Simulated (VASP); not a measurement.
# NbH2 (Fm-3m) in VASP: a series of runs, part 2 of 2

VASP 6.6.1. Earlier steps stand in the parts before.

### 5 Relaxation of cell and atoms, LDA, target pressure 3 GPa, at which the enthalpy is minimised

This run uses another cell than the first one, of 7.58 Å³/atom.

INCAR

```
SYSTEM = NbH2
PREC = Accurate
ENCUT = 600
EDIFF = 1E-7
ISMEAR = -1
SIGMA = 0.15
LREAL = .FALSE.
LASPH = .TRUE.
NELM = 100
ALGO = Normal
ISIF = 3
LWAVE = .FALSE.
LCHARG = .FALSE.
GGA = CA
IBRION = 2
NSW = 80
EDIFFG = -0.001
PSTRESS = 30.0
```

KPOINTS

```
regular mesh
0
G
  16 16 16
  0 0 0
```

POSCAR

```
NbH2
1.0
    0.0000000000      2.2489469724      2.2489469724
    2.2489469724      0.0000000000      2.2489469724
    2.2489469724      2.2489469724      0.0000000000
Nb H
1 2
Direct
    0.0000000000      0.0000000000      0.0000000000
    0.2500000000      0.2500000000      0.2500000000
    0.7500000000      0.7500000000      0.7500000000
```

Potentials or basis: VASP PAW LDA potentials, release 64 (Nb_sv, H).

Started as:

```sh
> cat potpaw_LDA.64/Nb_sv/POTCAR potpaw_LDA.64/H/POTCAR > POTCAR
> mpirun -np 1 vasp_std > vasp.out
```

OUTCAR:

```text
SYSTEM = NbH2
   PREC = Accurate
   ENCUT = 600
   EDIFF = 1E-7
   ISMEAR = -1
   LREAL = .FALSE.
   LASPH = .TRUE.
   NELM = 100
   ISIF = 3
   GGA = CA
   IBRION = 2
   NSW = 80
   EDIFFG = -0.001
   PSTRESS = 30.0

 ion  position               nearest neighbor table
   1  0.000  0.000  0.000-   3 1.95   3 1.95   3 1.95   2 1.95   2 1.95   2 1.95   3 1.95   2 1.95

   2  0.250  0.250  0.250-   1 1.95   1 1.95   1 1.95   1 1.95
   3  0.750  0.750  0.750-   1 1.95   1 1.95   1 1.95   1 1.95

  LATTYP: Found a face centered cubic cell.
 ALAT       =     4.4978939448

  Lattice vectors:

 A1 = (   0.0000000000,   2.2489469724,   2.2489469724)
 A2 = (   2.2489469724,   0.0000000000,   2.2489469724)
 A3 = (   2.2489469724,   2.2489469724,   0.0000000000)

Analysis of symmetry for initial positions (statically):
=====================================================================
 Subroutine PRICEL returns:
 Original cell was already a primitive cell.

 Routine SETGRP: Setting up the symmetry group for a
 face centered cubic supercell.

 Subroutine GETGRP returns: Found 48 space group operations
 (whereof 48 operations were pure point group operations)
 out of a pool of 48 trial point group operations.

The static configuration has the point symmetry O_h .

Analysis of symmetry for dynamics (positions and initial velocities):
[... 171 lines left out ...]
  in kB       -0.9813660     -0.9813660     -0.9813660      0.0000000      0.0000000      0.0000000
  external PRESSURE =     -30.9813660 kB  Pullay stress =      30.0000000 kB
[... 65 lines left out ...]
--------------------------------------- Ionic step        3  -------------------------------------------

 number of electron      15.0000001 magnetization

 Free energy of the ion-electron system (eV)
  ---------------------------------------------------
  ext. energy  EPLUGINS =         0.00000000
  ---------------------------------------------------
  free energy    TOTEN  =       -19.31753652 eV

  energy without entropy =      -19.24482338  energy(sigma->0) =      -19.28117995

 E-fermi :  10.4883     XC(G=0): -12.5260

 val. band max:       10.4424837359   @ k =   0.5000   0.2500   0.1250
 cond. band min:      10.5056300766   @ k =  -0.2500   0.2500   0.0625
 fundamental gap:      0.0631463407
 Fermi energy:        10.4882711595

 k-point     1 :       0.0000    0.0000    0.0000
  band No.  band energies     occupation
      1     -44.5082      2.00000
      2     -20.3914      2.00000
      3     -20.3914      2.00000
      4     -20.3914      2.00000
      5      -0.4171      2.00000
      6       9.0476      1.99987
      7       9.0476      1.99987
      8       9.0476      1.99987
      9       9.4273      1.99831
     10      11.8763      0.00019
     11      11.8763      0.00019
[... 309 lines left out ...]
 k-point    24 :      -0.0625    0.0625    0.0000
  band No.  band energies     occupation
      1     -44.4970      2.00000
      2     -20.4747      2.00000
      3     -20.4137      2.00000
      4     -20.3970      2.00000
      5      -0.1130      2.00000
      6       7.1988      2.00000
      7       9.1939      1.99964
      8       9.2209      1.99957
      9      11.6228      0.00104
     10      11.6386      0.00093
     11      11.8697      0.00020

 [... further k-points ...]
[... 5 lines left out ...]
  --------------------------------------------------------------------------------------
  -------------------------------------------------------------------------------------
  Total        0.4186208      0.4186208      0.4186208      0.0000000      0.0000000      0.0000000
  in kB       29.9288582     29.9288582     29.9288582      0.0000000      0.0000000      0.0000000
  external PRESSURE =      -0.0711418 kB  Pullay stress =      30.0000000 kB
[... 22 lines left out ...]
  energy  without entropy=      -19.2448233839  energy(sigma->0) =      -19.28117995

  enthalpy is  TOTEN    =       -18.8979206099 eV   P V=        0.4196159091

 reached required accuracy - stopping structural energy minimisation
```

CONTCAR:

```text
NbH2
   1.00000000000000
     0.0000000000000000    2.2377097757186348    2.2377097757186348
     2.2377097757186348    0.0000000000000000    2.2377097757186348
     2.2377097757186348    2.2377097757186348    0.0000000000000000
  Nb              H
     1     2
Direct
     0.0000000000000000    0.0000000000000000    0.0000000000000000
     0.2500000000000000    0.2500000000000000    0.2500000000000000
     0.7500000000000000    0.7500000000000000    0.7500000000000000

  0.00000000E+00  0.00000000E+00  0.00000000E+00
  0.00000000E+00  0.00000000E+00  0.00000000E+00
  0.00000000E+00  0.00000000E+00  0.00000000E+00
```

It took 3 min on 1 thread of Intel Xeon 8259CL, shared host; peak memory 0.19 GiB.

Results:

* Free energy: -19.3175 eV
* Relaxed volume: 7.47 Å³/atom
* Relaxed cell: a = 3.165 Å, b = 3.165 Å, c = 3.165 Å, α = 60.00°, β = 60.00°, γ = 60.00°
* Space group after relaxing (to 0.1 Å): Fm-3m (No. 225)
* Energy change on relaxing (the run minimises the enthalpy): +1.0 meV/atom
* Ionic steps: 3
* Pressure after relaxing: 3.0 GPa
* Band gap on the k mesh: zero (an odd number of electrons rules out a gap without spin polarisation)

The path:
```
step  energy change (eV)  largest force (eV/Å)  pressure (GPa)  volume (Å³)
   1              0.0000                0.0000           -0.10        22.75
   2              0.0062                0.0000            4.33        22.27
   3              0.0030                0.0000            2.99        22.41
```

Final structure:
```
Nb H
1.0
     0.00000    2.23771    2.23771
     2.23771    0.00000    2.23771
     2.23771    2.23771    0.00000
Nb H
1 2
Direct
  0.00000 0.00000 0.00000
  0.25000 0.25000 0.25000
  0.75000 0.75000 0.75000
```

Caveat: the cell is relaxed towards a set pressure, so the run minimises the enthalpy, not the energy.

### 6 The runs side by side

```tsv
task	cell	cutoff (eV)	gap on the mesh (eV)	pressure (GPa)
single point	a = 3.159 Å, angles 60.0°, 3 atoms	520	none	3.9
single point	a = 3.165 Å, angles 60.0°, 3 atoms	520	none	2.8
single point	a = 3.202 Å, angles 60.0°, 3 atoms	520	none	-3.9
relaxation of cell and atoms	relaxed to 3 GPa from a = 3.180 Å, angles 60.0°, 3 atoms	600	none	3.0
```

Alike in all rows: level LDA; potentials or basis VASP PAW LDA potentials, release 64 (Nb_sv, H); no spin polarisation; k mesh 16 × 16 × 16; smearing fermi-dirac 0.15 eV.

Caveats: the cell stands under pressure (at least some runs); the cell stands under tension (at least some runs); the cell is relaxed towards a set pressure, so the run minimises the enthalpy, not the energy (at least some runs).

Absolute energies hang on the potentials; compare differences alone.

The gap in the log of VASP goes by the Fermi energy; the results here count the filled bands.